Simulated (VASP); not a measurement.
Input of a VASP 6.6.1 run:

The input INCAR:

```
  ALGO = Normal
  EDIFF = 1E-6
  ENCUT = 520
  GGA = PE
  GGA_COMPAT = F
  ISIF = 2
  ISMEAR = 0
  LASPH = T
  LCHARG = F
  LMAXMIX = 4
  LORBIT = 11
  LORBMOM = T
  LREAL = F
  LSORBIT = T
  LWAVE = F
  MAGMOM = 0 0 0 0 0 0 0 0 0 0 0 0
  NBANDS = 48
  NELM = 150
  PREC = Accurate
  SIGMA = 0.01
```

File KPOINTS:

```
k-points
0
Gamma
  4 4 4
```

Contents of POSCAR:

```
KAgCl2
1.0
    2.0982415914      1.2114203476      6.6716870547
   -2.0982415914      1.2114203476      6.6716870547
    0.0000000000     -2.4228406952      6.6716870547
K Ag Cl
1 1 2
Direct
    1.0000000000      0.0000000000      0.0000000000
    0.5000000000      0.5000000000      0.5000000000
    0.2383450502      0.2383450502      0.2383450502
    0.7616549498      0.7616549498      0.7616549498
```

Potentials or basis: VASP PAW PBE potentials, release 64 (K_sv, Ag, Cl).

Command:

```sh
$ cat potpaw_PBE.64/K_sv/POTCAR potpaw_PBE.64/Ag/POTCAR potpaw_PBE.64/Cl/POTCAR > POTCAR
$ mpirun -np 1 vasp_ncl > vasp.out
```

(1) Estimate the net moment.

(2) Predict the pressure.

Answers

(1) 0.00 μB per cell.

(2) 1.1 GPa.

Caveat: the k points lie up to 0.44 Å⁻¹ apart.
